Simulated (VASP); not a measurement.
# Ni (P6_3/mmc) in VASP: further runs

Runs on Ni. Level: PBE. Tasks: single point.

Everything below comes from runs of VASP 6.6.1. Logs are shortened: lines on timing, memory, paths and dates and some standing lists are left out, and cuts for length are marked.

**1. The cell of the first run**

It takes space group P6_3/mmc (No. 194, hexagonal). The conventional cell has a = 2.490 Å, b = 2.490 Å, c = 3.984 Å, α = 90.00°, β = 90.00°, γ = 120.00°. Within 3.2 Å of Ni (site symmetry -6m2) lie 12 Ni at 2.46 to 2.49 Å.

**2. Single point, PBE, collinear spin, antiferromagnetic start**

INCAR

```
SYSTEM = Ni
  ALGO = Normal
  EDIFF = 1E-6
  ENCUT = 600
  GGA = PE
  GGA_COMPAT = .False.
  ISIF = 2
  ISMEAR = 1
  ISPIN = 2
  LASPH = .True.
  LCHARG = .True.
  LELF = .True.
  LMAXMIX = 4
  LORBIT = 11
  LREAL = .False.
  LVHAR = .True.
  LWAVE = .False.
  MAGMOM = 0.8 -0.8
  NBANDS = 21
  NELM = 200
  NUPDOWN = 0.0
  PREC = Accurate
  SIGMA = 0.15
```

KPOINTS

```
k-points
0
Gamma
  3 3 2
  0 0 0
```

POSCAR

```
Ni
1.0
    2.4901085913      0.0000000000      0.0000000000
   -1.2450542957      2.1564972982      0.0000000000
    0.0000000000      0.0000000000      3.9841737461
Ni
2
Direct
    0.3333333333      0.6666666667      0.2500000000
    0.6666666667      0.3333333333      0.7500000000
```

Potentials or basis: VASP PAW PBE potentials, release 64 (Ni).

Run with:

```
> cat potpaw_PBE.64/Ni/POTCAR > POTCAR
> mpirun -np 1 vasp_std > vasp.out
```

OUTCAR:

```text
SYSTEM = Ni
   EDIFF = 1E-6
   ENCUT = 600
   GGA = PE
   ISIF = 2
   ISMEAR = 1
   ISPIN = 2
   LASPH = .True.
   LORBIT = 11
   LREAL = .False.
   NELM = 200
   NUPDOWN = 0.0
   PREC = Accurate

 ion  position               nearest neighbor table
   1  0.333  0.667  0.250-   2 2.46   2 2.46   2 2.46   2 2.46   2 2.46   2 2.46
   2  0.667  0.333  0.750-   1 2.46   1 2.46   1 2.46   1 2.46   1 2.46   1 2.46

  LATTYP: Found a hexagonal cell.
 ALAT       =     2.4901085913
 C/A-ratio  =     1.6000000000

  Lattice vectors:

 A1 = (   2.4901085913,   0.0000000000,   0.0000000000)
 A2 = (  -1.2450542957,   2.1564972982,   0.0000000000)
 A3 = (   0.0000000000,   0.0000000000,   3.9841737461)

Analysis of symmetry for initial positions (statically):
=====================================================================
 Subroutine PRICEL returns:
 Original cell was already a primitive cell.

 Routine SETGRP: Setting up the symmetry group for a
 hexagonal supercell.

 Subroutine GETGRP returns: Found 24 space group operations
 (whereof 12 operations were pure point group operations)
 out of a pool of 24 trial point group operations.

The static configuration has the point symmetry D_3d.
 The point group associated with its full space group is D_6h.

Analysis of symmetry for dynamics (positions and initial velocities):
=====================================================================
 Subroutine PRICEL returns:
 Original cell was already a primitive cell.

 Routine SETGRP: Setting up the symmetry group for a
 hexagonal supercell.

 Subroutine GETGRP returns: Found 24 space group operations
 (whereof 12 operations were pure point group operations)
 out of a pool of 24 trial point group operations.

The dynamic configuration has the point symmetry D_3d.
 The point group associated with its full space group is D_6h.

Analysis of structural, dynamic, and magnetic symmetry:
=====================================================================
 Subroutine PRICEL returns:
 Original cell was already a primitive cell.

 Routine SETGRP: Setting up the symmetry group for a
 hexagonal supercell.

 Subroutine GETGRP returns: Found 24 space group operations
 (whereof 12 operations were pure point group operations)
 out of a pool of 24 trial point group operations.

The overall configuration has the point symmetry D_3d.
 The point group associated with its full space group is D_6h.

 Subroutine INISYM returns: Found 24 space group operations
 (whereof 12 operations are pure point group operations),
 and found     1 'primitive' translations

----------------------------------------------------------------------------------------
[... 99 lines left out ...]
   GGA     = PE    functional components
   LHFCALC =     F    Hartree Fock is set to
   AEXX    =    0.0000 exact exchange contribution
   IVDW    =     0    specifies the selected vdW correction
   LEPSILON=     F    determine dielectric tensor
   LRPA    =     F    only Hartree local field effects (RPA)
 spin polarized calculation
 Methfessel and Paxton  Order N= 1 SIGMA  =   0.15
  energy-cutoff  :      600.00
  volume of cell :       21.39
 maximum number of plane-waves:       732
 NGX is ok and might be reduce to    20
   NGX =  9   NGY =  9   NGZ = 15

 number of electron      19.9999983 magnetization       0.0000000

 number of electron      19.9999983 magnetization      -0.0000000

 Free energy of the ion-electron system (eV)
  ---------------------------------------------------
  ext. energy  EPLUGINS =         0.00000000
  ---------------------------------------------------
  free energy    TOTEN  =       -10.43764394 eV

  energy without entropy =      -10.41610311  energy(sigma->0) =      -10.43046367

 E-fermi :   9.3602     XC(G=0): -13.3581

 val. band max:        9.2996211391   @ k =   0.3333   0.3333   0.5000
 cond. band min:       9.3911488569   @ k =   0.3333   0.0000   0.5000
 fundamental gap:      0.0915277178
 Fermi energy:         9.3602423639

 spin component 1

 k-point     1 :       0.0000    0.0000    0.0000
  band No.  band energies     occupation
      1       0.4737      1.00000
      2       4.9284      1.00000
      3       7.5476      1.00000
      4       7.5684      1.00000
      5       7.5684      1.00000
      6       8.0933      1.00000
[... 133 lines left out ...]
     20      33.6737      0.00000
     21      37.4103      0.00000
 Fermi energy:         9.3602423640

 spin component 2

 k-point     1 :       0.0000    0.0000    0.0000
  band No.  band energies     occupation
      1       0.4737      1.00000
      2       4.9284      1.00000
      3       7.5476      1.00000
      4       7.5684      1.00000
      5       7.5684      1.00000
      6       8.0933      1.00000
[... 133 lines left out ...]
     20      33.6737      0.00000
     21      37.4125      0.00000

------------------------ aborting loop because EDIFF is reached ----------------------------------------

  FORCE on cell =-STRESS in cart. coord.  units (eV):
  Direction    XX          YY          ZZ          XY          YZ          ZX
  --------------------------------------------------------------------------------------
  -------------------------------------------------------------------------------------
  Total        1.8210999      1.8210999     -0.6600583     -0.0000000      0.0000000      0.0000000
  in kB      136.3762899    136.3762899    -49.4296342     -0.0000000      0.0000000      0.0000000
  external PRESSURE =      74.4409819 kB  Pullay stress =       0.0000000 kB

 VOLUME and BASIS-vectors are now :
 -----------------------------------------------------------------------------
  energy-cutoff  :      600.00
  volume of cell :       21.39
      direct lattice vectors                 reciprocal lattice vectors
     2.490108591  0.000000000  0.000000000     0.401588912  0.231857466  0.000000000
    -1.245054296  2.156497298  0.000000000     0.000000000  0.463714933  0.000000000
     0.000000000  0.000000000  3.984173746     0.000000000  0.000000000  0.250993070

 POSITION                                       TOTAL-FORCE (eV/Angst)
 -----------------------------------------------------------------------------------
     -0.00000      1.43766      0.99604         0.000000     -0.000000      0.000000
      1.24505      0.71883      2.98813        -0.000000      0.000000      0.000000
 -----------------------------------------------------------------------------------
    total drift:                               -0.000000      0.000000     -0.000000

  FREE ENERGIE OF THE ION-ELECTRON SYSTEM (eV)
  ---------------------------------------------------
  free  energy   TOTEN  =       -10.4376439421 eV

  energy  without entropy=      -10.4161031142  energy(sigma->0) =      -10.43046367

 total charge

# of ion       s       p       d       tot
------------------------------------------
    1        0.506   0.523   8.312   9.341
    2        0.506   0.523   8.312   9.341
--------------------------------------------------
tot          1.013   1.046  16.624  18.682

 magnetization (x)

# of ion       s       p       d       tot
------------------------------------------
    1        0.001  -0.003   0.315   0.313
    2       -0.001   0.003  -0.315  -0.313
--------------------------------------------------
tot          0.000   0.000  -0.000  -0.000
```

Wall time 21 s (1 thread of AMD EPYC 7R13, shared host); peak memory 0.11 GiB.

Results:

```yaml
Free_energy: -10.4376 eV
Pressure: 7.4 GPa
Net_moment: 0.00 μB per cell
Site_moments: Ni +0.31, -0.31 μB
Valence_electrons_inside_the_program's_atomic_spheres: Ni 9.34
```

Stress tensor (GPa, compression positive):
```
13.64  0.00  0.00
 0.00 13.64  0.00
 0.00  0.00 -4.94
```

Caveat: the k points lie up to 0.97 Å⁻¹ apart; the total moment is fixed, so each spin has its own Fermi level.

**3. Single point, PBE, collinear spin, antiferromagnetic start**

INCAR

```
ALGO     = Normal         # electronic algorithm
EDIFF    = 1E-6           # SCF threshold, eV
ENCUT    = 600            # plane-wave cutoff, eV
GGA      = PE             # functional
GGA_COMPAT= False        
ISIF     = 2              # what is computed and relaxed
ISMEAR   = 1              # smearing method
ISPIN    = 2              # spin polarisation
LASPH    = True           # aspherical terms in the spheres
LCHARG   = False          # write CHGCAR
LMAXMIX  = 4              # l up to which the mixer works
LORBIT   = 11             # projections on sites
LREAL    = False          # projectors in reciprocal space
LWAVE    = False          # write WAVECAR
MAGMOM   = 0.8 -0.8       # initial moments
NBANDS   = 21             # bands
NELM     = 200            # most SCF steps
NUPDOWN  = 0.0            # fixed moment
PREC     = Accurate       # precision mode
SIGMA    = 0.15           # smearing width, eV
```

KPOINTS

```
k-points
0
Gamma
  3 3 2
```

POSCAR is that of step 2.

Potentials or basis: VASP PAW PBE potentials, release 64 (Ni).

Run with:

```
> cat potpaw_PBE.64/Ni/POTCAR > POTCAR
> mpirun -np 1 vasp_std > vasp.out
```

It took 18 s on 1 thread of AMD EPYC 7R13, shared host; peak memory 0.11 GiB.

It converged, with:

| Property | Result |
| --- | --- |
| Free energy | -10.4376 eV |
| Pressure | 7.4 GPa |
| Net moment | 0.00 μB per cell |
| Site moments | Ni +0.31, -0.31 μB |
| Valence electrons inside the program's atomic spheres | Ni 9.34 |

Stress tensor (GPa, compression positive):
```
13.64  0.00  0.00
 0.00 13.64  0.00
 0.00  0.00 -4.94
```

Caveat: the k points lie up to 0.97 Å⁻¹ apart; the total moment is fixed, so each spin has its own Fermi level.
